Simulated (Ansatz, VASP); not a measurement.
# Se in VASP and in Ansatz

File INCAR:

```
SYSTEM = Se
  PREC = Accurate
  ENCUT = 520
  EDIFF = 1E-6
  ISMEAR = 1
  SIGMA = 0.01
  LREAL = .FALSE.
  LASPH = .TRUE.
  NELM = 60
  ALGO = Normal
  ISIF = 2
  LWAVE = .FALSE.
  LCHARG = .FALSE.
  GGA = PE
  NBANDS = 16
```

KPOINTS

```
Automatic mesh
0
G
  8 8 6
  0 0 0
```

The input POSCAR:

```
Se
1.0
    4.5203796332      0.0000000000      0.0000000000
   -2.2601898166      3.9147635971      0.0000000000
    0.0000000000      0.0000000000      5.0453124951
Se
3
Direct
    0.2189274285      0.0000000000      0.3333333333
    1.0000000000      0.2189274285      0.6666666667
    0.7810725715      0.7810725715      0.0000000000
```

Input for Ansatz:

```yaml
crystal:
  lattice:
    - [4.5203796332, 0.0, 0.0]
    - [-2.2601898166, 3.9147635971, 0.0]
    - [0.0, 0.0, 5.0453124951]
  atoms:
    - { symbol: Se, position: [0.2189274285, 0.0, 0.3333333333] }
    - { symbol: Se, position: [1.0, 0.2189274285, 0.6666666667] }
    - { symbol: Se, position: [0.7810725715, 0.7810725715, 0.0] }
hamiltonian:
  xc: pbe
  pseudopotentials:
    kind: paw
    azcp:
      Se: "pseudopotentials/Se.paw.azcp"
basis:
  ecutwfc: 420
  fft_grid_basis: typed
kpoints:
  mp_grid: { grid: [8, 8, 6], shift: [0, 0, 0] }
magnetization:
  spin_polarized: false
scf:
  occupations: { method: cold, width: 0.01 }
  lower_state_search: "off"
output:
  stress: true
```

Alike in both runs: task single point; functional PBE; k mesh 8 × 8 × 6; no spin polarisation.

|  | VASP | Ansatz |
| --- | --- | --- |
| version | VASP 6.6.1 | Ansatz 0.2.0 |
| potentials or method | VASP PAW PBE potentials, release 64 (Se), cutoff 520 eV | plane waves (420 eV) with PAW, scalar-relativistic |
| occupations | methfessel-paxton of order 1, width 0.01 eV | cold, width 0.01 eV |
| valence electrons in the cell | 18 | 48 |

|  | VASP | Ansatz | Ansatz less VASP |
| --- | --- | --- | --- |
| pressure (GPa) | 0.1 | 0.0 | -0.10 |

VASP's potentials hold 18 valence electrons a cell and Ansatz's 48, so a difference there can come from the potentials and not from the codes.
